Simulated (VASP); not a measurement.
Set up this calculation in VASP 6.6.1, as the native input.

| Property | Result |
| --- | --- |
| Task | relaxation of cell and atoms |
| Functional | PBE |
| Potentials or basis | VASP PAW PBE potentials, release 64 (C) |
| Cutoff | 600 eV |
| k mesh | 33 × 33 × 34 |
| Occupations | gaussian, width 0.1 eV |
| Spin | no spin polarisation |
| Dipole correction | no |
| Further INCAR settings | ALGO = Normal; EDIFF = 1e-06; IBRION = 2; EDIFFG = -0.01; NSW = 100; ISIF = 3 |

The structure of C lies in POSCAR:

```
C
1.0
    2.0136422828      0.0000000000      0.0000000000
   -1.0068211414      1.7438653711      0.0000000000
    0.0000000000      0.0000000000      1.5850928224
C
1
Direct
    0.0000000000      0.0000000000      0.0000000000
```

These files were run (other wordings do the same):

INCAR

```
PREC = Accurate
ENCUT = 600
EDIFF = 1E-6
ISMEAR = 0
SIGMA = 0.1
LREAL = F
LASPH = T
NELM = 80
ALGO = Normal
ISIF = 3
LWAVE = F
LCHARG = F
GGA = PE
IBRION = 2
NSW = 100
EDIFFG = -0.01
```

KPOINTS

```
Automatic mesh
0
Gamma
  33 33 34
```

Potentials or basis: VASP PAW PBE potentials, release 64 (C).

Launch:

```console
$ cat potpaw_PBE.64/C/POTCAR > POTCAR
$ mpirun -np 1 vasp_std > vasp.out
```

It gave:

The relaxed volume is 5.59 Å³/atom. The relaxed cell is a = 2.020 Å, b = 2.020 Å, c = 1.584 Å, α = 90.00°, β = 90.00°, γ = 120.00°, the space group after relaxing (to 0.05 Å) is P6/mmm (No. 191) and the energy gained by relaxing is 0.3 meV/atom. The ionic steps are 5 and the pressure after relaxing is 0.0 GPa. The band gap on the k mesh is zero (band 2 reaches 18.84 eV, above the bottom of band 3 at 2.84 eV).

Wall time 46 s on 1 thread of Intel(R) Xeon(R) 6975P-C (Granite Rapids) (shared host), peak memory 0.17 GiB.
